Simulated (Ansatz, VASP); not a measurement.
**Ga4P in VASP and in Ansatz**

```
CELL_PARAMETERS angstrom
-2.82549 2.82549 2.82549
2.82549 -2.82549 2.82549
2.82549 2.82549 -2.82549
ATOMIC_POSITIONS crystal
Ga 0.00000 0.00000 0.50000
Ga 0.50000 0.00000 0.00000
Ga 0.50000 0.50000 0.50000
Ga 0.00000 0.50000 0.00000
P 0.00000 0.00000 0.00000
```

Change from the starting cell: species swapped into the NiHg4 type (Im-3m, No. 229).

Alike in both runs: task relaxation of cell and atoms; functional PBE; k mesh 4 × 4 × 4; occupations gaussian, width 0.1 eV; no spin polarisation.

|  | VASP | Ansatz |
| --- | --- | --- |
| version | VASP 6.6.1 | Ansatz 0.2.0 |
| potentials or method | VASP PAW PBE potentials, release 64 (Ga_d, P), cutoff 600 eV | scalar-relativistic, plane waves, PAW |
| valence electrons in the cell | 57 | 57 |

VASP gave:

- gap on the k mesh at the Fermi level, each at its own relaxed structure (eV): none
- relaxed volume (Å³/atom): 20.58
- relaxed cell length with the largest relative difference (Å): 5.113

**Question.** Estimate Ansatz's values.

**Answer.** gap on the k mesh at the Fermi level, each at its own relaxed structure (eV): none; relaxed volume (Å³/atom): 20.59; relaxed cell length with the largest relative difference (Å): 5.114.

A gap of «none» marks a metal or a gap that the smearing closes.

The k mesh is coarse, so the values compare programs but aren't converged.
